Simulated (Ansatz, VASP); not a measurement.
Two plane-wave programs on ZnO

```xyz
4
Lattice="3.2796 0.0000 0.0000 -1.6398 2.8402 0.0000 0.0000 0.0000 5.2888" Properties=species:S:1:pos:R:3 pbc="T T T"
Zn    1.6398    0.9467    2.6460
Zn    0.0000    1.8935    0.0016
O     1.6398    0.9467    4.6541
O     0.0000    1.8935    2.0098
```

Alike in both runs: functional PBE; k mesh 6 × 6 × 4; occupations gaussian, width 0.1 eV; no spin polarisation.

Ansatz relaxed the structure, and its values are those at the end. VASP's run is a single point on that final structure, the one shown.

|  | VASP | Ansatz |
| --- | --- | --- |
| version | VASP 6.6.1 | Ansatz 0.2.0 |
| potentials or method | VASP PAW PBE potentials, release 64 (Zn, O), cutoff 600 eV | scalar-relativistic, plane waves, PAW |
| valence electrons in the cell | 36 | 36 |

```tsv
	VASP	Ansatz	Ansatz less VASP
gap on the k mesh at the Fermi level (eV)	0.73	0.75	+0.015
least direct gap on the mesh (eV)	0.73	0.75	+0.015
pressure (GPa)	0.8	0.1	-0.72
rms of the force components (eV/Å)	0.007	0.007	-0.0009
```

Ansatz's warnings: structure snapped to symmetry.
